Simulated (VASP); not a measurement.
# BaO (Fm-3m) in VASP: further runs, part 2 of 2

VASP 6.6.1. Earlier steps stand in the parts before.

## Step 3: Single point, PBE (volume scaled by 0.975)

INCAR reads:

```
SYSTEM = BaO
ALGO = Normal
EDIFF = 1E-6
ENCUT = 600
GGA = PE
GGA_COMPAT = .FALSE.
ISIF = 2
ISMEAR = -1
LASPH = .TRUE.
LCHARG = .FALSE.
LREAL = .FALSE.
LWAVE = .FALSE.
NBANDS = 15
NELM = 120
PREC = Accurate
SIGMA = 0.02
```

KPOINTS reads:

```
k-points
0
G
  9 9 9
  0 0 0
```

POSCAR reads:

```
BaO
1.0
    0.0000000000      2.7268896637      2.7268896637
    2.7268896637      0.0000000000      2.7268896637
    2.7268896637      2.7268896637      0.0000000000
Ba O
1 1
Direct
    0.0000000000      0.0000000000      0.0000000000
    0.5000000000      0.5000000000      0.5000000000
```

Potentials or basis: VASP PAW PBE potentials, release 64 (Ba_sv, O).

Started as:

```console
$ cat potpaw_PBE.64/Ba_sv/POTCAR potpaw_PBE.64/O/POTCAR > POTCAR
$ mpirun -np 1 vasp_std > vasp.out
```

Wall time 32 s (1 thread of Intel Xeon Platinum 8259CL at 2.50GHz (Skylake/Cascade Lake), shared host); peak memory 0.18 GiB.

The run converged. Its results:

| Quantity | Value |
| --- | --- |
| Free energy | -11.7324 eV |
| Pressure | 7.2 GPa |
| Band gap on the k mesh | 1.89 eV, indirect (least direct gap 2.01 eV) |

Levels at points of the mesh, in eV from the valence-band top:
```csv
k point,band 5,band 6,band 7,band 8,band 9,band 10,band 11,band 12
"(0.00, 0.00, 0.00)",-10.31,-0.44,-0.44,-0.44,3.78,4.68,4.68,4.68
```

Caveat: spin-orbit coupling is left out, which moves the levels of the heavy elements.

## Step 4: Single point, PBE (volume scaled by 1.025)

INCAR reads:

```
PREC = Accurate
ENCUT = 600
EDIFF = 1E-6
ISMEAR = -1
SIGMA = 0.02
LREAL = F
LASPH = T
NELM = 120
ALGO = Normal
ISIF = 2
LWAVE = F
LCHARG = F
GGA = PE
NBANDS = 15
GGA_COMPAT = F
```

KPOINTS reads:

```
Automatic mesh
0
Gamma
  9 9 9
```

POSCAR reads:

```
BaO
1.0
    0.0000000000      2.7727283034      2.7727283034
    2.7727283034      0.0000000000      2.7727283034
    2.7727283034      2.7727283034      0.0000000000
Ba O
1 1
Direct
    0.0000000000      0.0000000000      0.0000000000
    0.5000000000      0.5000000000      0.5000000000
```

Potentials or basis: VASP PAW PBE potentials, release 64 (Ba_sv, O).

Started as:

```console
$ cat potpaw_PBE.64/Ba_sv/POTCAR potpaw_PBE.64/O/POTCAR > POTCAR
$ mpirun -np 1 vasp_std > vasp.out
```

OUTCAR:

```text
PREC = Accurate
   ENCUT = 600
   EDIFF = 1E-6
   ISMEAR = -1
   LREAL = F
   LASPH = T
   NELM = 120
   ISIF = 2
   GGA = PE

 ion  position               nearest neighbor table
   1  0.000  0.000  0.000-   2 2.77   2 2.77   2 2.77   2 2.77   2 2.77   2 2.77
   2  0.500  0.500  0.500-   1 2.77   1 2.77   1 2.77   1 2.77   1 2.77   1 2.77

  LATTYP: Found a face centered cubic cell.
 ALAT       =     5.5454566068

  Lattice vectors:

 A1 = (   0.0000000000,   2.7727283034,   2.7727283034)
 A2 = (   2.7727283034,   0.0000000000,   2.7727283034)
 A3 = (   2.7727283034,   2.7727283034,   0.0000000000)

Analysis of symmetry for initial positions (statically):
=====================================================================
 Subroutine PRICEL returns:
 Original cell was already a primitive cell.

 Routine SETGRP: Setting up the symmetry group for a
 face centered cubic supercell.

 Subroutine GETGRP returns: Found 48 space group operations
 (whereof 48 operations were pure point group operations)
 out of a pool of 48 trial point group operations.

The static configuration has the point symmetry O_h .

[... 165 lines left out ...]

 k-point     1 :       0.0000    0.0000    0.0000
  band No.  band energies     occupation
      1     -24.0602      2.00000
      2     -13.1555      2.00000
      3      -8.5794      2.00000
      4      -8.5794      2.00000
      5      -8.5794      2.00000
      6       1.5184      2.00000
      7       1.5184      2.00000
      8       1.5184      2.00000
      9       5.3823      0.00000
     10       6.5367      0.00000
     11       6.5367      0.00000
     12       6.5367      0.00000
     13       8.7938      0.00000
     14       8.7938      0.00000
[... 401 lines left out ...]
      2     -13.3472      2.00000
      3      -9.9443      2.00000
      4      -9.1378      2.00000
      5      -9.1378      2.00000
      6       1.6841      2.00000
      7       1.6841      2.00000
      8       1.7107      2.00000
      9       3.8904      0.00000
     10       7.8339      0.00000
     11      10.6401      0.00000
     12      11.1010      0.00000
     13      11.3429      0.00000
     14      11.3429      0.00000
     15      15.5232      0.00000

 [... further k-points ...]
[... 5 lines left out ...]
  --------------------------------------------------------------------------------------
  -------------------------------------------------------------------------------------
  Total        0.7187467      0.7187467      0.7187467     -0.0000000     -0.0000000      0.0000000
  in kB       27.0106162     27.0106162     27.0106162     -0.0000000     -0.0000000      0.0000000
  external PRESSURE =      27.0106162 kB  Pullay stress =       0.0000000 kB

 VOLUME and BASIS-vectors are now :
 -----------------------------------------------------------------------------
  energy-cutoff  :      600.00
  volume of cell :       42.63
      direct lattice vectors                 reciprocal lattice vectors
     0.000000000  2.772728303  2.772728303    -0.180327802  0.180327802  0.180327802
     2.772728303  0.000000000  2.772728303     0.180327802 -0.180327802  0.180327802
     2.772728303  2.772728303  0.000000000     0.180327802  0.180327802 -0.180327802

 POSITION                                       TOTAL-FORCE (eV/Angst)
 -----------------------------------------------------------------------------------
      0.00000      0.00000      0.00000         0.000000      0.000000     -0.000000
      2.77273      2.77273      2.77273         0.000000     -0.000000      0.000000
 -----------------------------------------------------------------------------------
    total drift:                                0.000000     -0.000000      0.000000

  FREE ENERGIE OF THE ION-ELECTRON SYSTEM (eV)
  ---------------------------------------------------
  free  energy   TOTEN  =       -11.7973686223 eV

  energy  without entropy=      -11.7973686223  energy(sigma->0) =      -11.79736862
```

OSZICAR:

```text
N       E                     dE             d eps       ncg     rms          rms(c)
DAV:   1     0.864966623234E+02    0.86497E+02   -0.85135E+03  1050   0.111E+03
DAV:   2    -0.981252397652E+01   -0.96309E+02   -0.86143E+02  1461   0.208E+02
DAV:   3    -0.143634270639E+02   -0.45509E+01   -0.45200E+01  1346   0.459E+01
DAV:   4    -0.144130155368E+02   -0.49588E-01   -0.49573E-01  1261   0.495E+00
DAV:   5    -0.144139985773E+02   -0.98304E-03   -0.98304E-03  1296   0.565E-01    0.955E+00
DAV:   6    -0.120542472001E+02    0.23598E+01   -0.87804E+00  1085   0.219E+01    0.625E+00
DAV:   7    -0.118209576349E+02    0.23329E+00   -0.64988E-01  1155   0.633E+00    0.221E+00
DAV:   8    -0.117967032054E+02    0.24254E-01   -0.10511E-01  1309   0.330E+00    0.535E-01
DAV:   9    -0.117961000143E+02    0.60319E-03   -0.98964E-03  1218   0.949E-01    0.165E-01
DAV:  10    -0.117973846830E+02   -0.12847E-02   -0.27579E-03  1134   0.423E-01    0.494E-02
DAV:  11    -0.117973609562E+02    0.23727E-04   -0.17708E-04  1274   0.113E-01    0.263E-02
DAV:  12    -0.117973691264E+02   -0.81702E-05   -0.23783E-05  1134   0.447E-02    0.449E-03
DAV:  13    -0.117973686223E+02    0.50412E-06   -0.17437E-06  1233   0.121E-02
   1 F= -.11797369E+02 E0= -.11797369E+02  d E =-.791137E-11
```

Wall time 32 s (1 thread of Intel Xeon Platinum 8259CL at 2.50GHz (Skylake/Cascade Lake), shared host); peak memory 0.18 GiB.

Results:

| Item | Value |
| --- | --- |
| Free energy | -11.7974 eV |
| Pressure | 2.7 GPa |
| Band gap on the k mesh | 2.07 eV, indirect (least direct gap 2.18 eV) |

Caveat: spin-orbit coupling is left out, which moves the levels of the heavy elements. A k mesh can miss the band edges.

## Step 5: Single point, PBE (volume scaled by 1.05)

INCAR reads:

```
SYSTEM = BaO
ALGO = Normal ; EDIFF = 1E-6
ENCUT = 600 ; GGA = PE
GGA_COMPAT = .FALSE. ; ISIF = 2
ISMEAR = -1 ; LASPH = .TRUE.
LCHARG = .TRUE. ; LELF = .TRUE.
LREAL = .FALSE. ; LVHAR = .TRUE.
LWAVE = .FALSE. ; NBANDS = 15
NELM = 120 ; PREC = Accurate
SIGMA = 0.02
```

KPOINTS reads:

```
k-points
0
G
  9 9 9
  0 0 0
```

POSCAR reads:

```
BaO
1.0
    0.0000000000      2.7950899812      2.7950899812
    2.7950899812      0.0000000000      2.7950899812
    2.7950899812      2.7950899812      0.0000000000
Ba O
1 1
Direct
    0.0000000000      0.0000000000      0.0000000000
    0.5000000000      0.5000000000      0.5000000000
```

Potentials or basis: VASP PAW PBE potentials, release 64 (Ba_sv, O).

Started as:

```console
$ cat potpaw_PBE.64/Ba_sv/POTCAR potpaw_PBE.64/O/POTCAR > POTCAR
$ mpirun -np 1 vasp_std > vasp.out
```

OUTCAR:

```text
SYSTEM = BaO
   EDIFF = 1E-6
   ENCUT = 600
   GGA = PE
   ISIF = 2
   ISMEAR = -1
   LASPH = .TRUE.
   LREAL = .FALSE.
   NELM = 120
   PREC = Accurate

 ion  position               nearest neighbor table
   1  0.000  0.000  0.000-   2 2.80   2 2.80   2 2.80   2 2.80   2 2.80   2 2.80
   2  0.500  0.500  0.500-   1 2.80   1 2.80   1 2.80   1 2.80   1 2.80   1 2.80

  LATTYP: Found a face centered cubic cell.
 ALAT       =     5.5901799624

  Lattice vectors:

 A1 = (   0.0000000000,   2.7950899812,   2.7950899812)
 A2 = (   2.7950899812,   0.0000000000,   2.7950899812)
 A3 = (   2.7950899812,   2.7950899812,   0.0000000000)

Analysis of symmetry for initial positions (statically):
=====================================================================
 Subroutine PRICEL returns:
 Original cell was already a primitive cell.

 Routine SETGRP: Setting up the symmetry group for a
 face centered cubic supercell.

 Subroutine GETGRP returns: Found 48 space group operations
 (whereof 48 operations were pure point group operations)
 out of a pool of 48 trial point group operations.

The static configuration has the point symmetry O_h .

Analysis of symmetry for dynamics (positions and initial velocities):
[... 165 lines left out ...]
 k-point     1 :       0.0000    0.0000    0.0000
  band No.  band energies     occupation
      1     -24.2271      2.00000
      2     -13.2491      2.00000
      3      -8.7912      2.00000
      4      -8.7912      2.00000
      5      -8.7912      2.00000
      6       1.4142      2.00000
      7       1.4142      2.00000
      8       1.4142      2.00000
      9       5.1168      0.00000
     10       6.3837      0.00000
     11       6.3837      0.00000
     12       6.3837      0.00000
     13       8.5808      0.00000
     14       8.5808      0.00000
[... 401 lines left out ...]
      2     -13.4154      2.00000
      3     -10.0634      2.00000
      4      -9.3102      2.00000
      5      -9.3102      2.00000
      6       1.5525      2.00000
      7       1.5548      2.00000
      8       1.5548      2.00000
      9       3.8021      0.00000
     10       7.5714      0.00000
     11      10.3703      0.00000
     12      10.7882      0.00000
     13      11.0400      0.00000
     14      11.0400      0.00000
     15      15.0843      0.00000

 [... further k-points ...]
[... 5 lines left out ...]
  --------------------------------------------------------------------------------------
  -------------------------------------------------------------------------------------
  Total        0.2343908      0.2343908      0.2343908     -0.0000000      0.0000000     -0.0000000
  in kB        8.5987175      8.5987175      8.5987175     -0.0000000      0.0000000     -0.0000000
  external PRESSURE =       8.5987175 kB  Pullay stress =       0.0000000 kB

 VOLUME and BASIS-vectors are now :
 -----------------------------------------------------------------------------
  energy-cutoff  :      600.00
  volume of cell :       43.67
      direct lattice vectors                 reciprocal lattice vectors
     0.000000000  2.795089981  2.795089981    -0.178885118  0.178885118  0.178885118
     2.795089981  0.000000000  2.795089981     0.178885118 -0.178885118  0.178885118
     2.795089981  2.795089981  0.000000000     0.178885118  0.178885118 -0.178885118

 POSITION                                       TOTAL-FORCE (eV/Angst)
 -----------------------------------------------------------------------------------
      0.00000      0.00000      0.00000         0.000000      0.000000      0.000000
      2.79509      2.79509      2.79509         0.000000      0.000000      0.000000
 -----------------------------------------------------------------------------------
    total drift:                                0.000000     -0.000000      0.000000

  FREE ENERGIE OF THE ION-ELECTRON SYSTEM (eV)
  ---------------------------------------------------
  free  energy   TOTEN  =       -11.8096559616 eV

  energy  without entropy=      -11.8096559616  energy(sigma->0) =      -11.80965596
```

Wall time 34 s (1 thread of Intel Xeon Platinum 8259CL at 2.50GHz (Skylake/Cascade Lake), shared host); peak memory 0.18 GiB.

What came out:

| Quantity | Value |
| --- | --- |
| Free energy | -11.8097 eV |
| Pressure | 0.9 GPa |
| Band gap on the k mesh | 2.14 eV, indirect (least direct gap 2.25 eV) |

Levels at points of the mesh, in eV from the valence-band top:
| k point | band 6 | band 7 | band 8 | band 9 | band 10 | band 11 |
| --- | --- | --- | --- | --- | --- | --- |
| (0.00, 0.00, 0.00) | -0.24 | -0.24 | -0.24 | 3.46 | 4.73 | 4.73 |

Caveat: spin-orbit coupling is left out, which moves the levels of the heavy elements. A k mesh can miss the band edges.

## Step 6: Summary

| cell | gap on the mesh (eV) | pressure (GPa) |
| --- | --- | --- |
| a = 3.823 Å, angles 60.0°, 2 atoms | 1.79 | 10.0 |
| a = 3.856 Å, angles 60.0°, 2 atoms | 1.89 | 7.2 |
| a = 3.921 Å, angles 60.0°, 2 atoms | 2.07 | 2.7 |
| a = 3.953 Å, angles 60.0°, 2 atoms | 2.14 | 0.9 |

Alike in all rows: task single point; level PBE; potentials or basis VASP PAW PBE potentials, release 64 (Ba_sv, O); no spin polarisation; k mesh 9 × 9 × 9; cutoff (eV) 600; smearing fermi-dirac 0.02 eV.

Caveats: spin-orbit coupling is left out, which moves the levels of the heavy elements.

Total energies depend on the potentials used, so only differences within one code and one set of settings carry meaning.
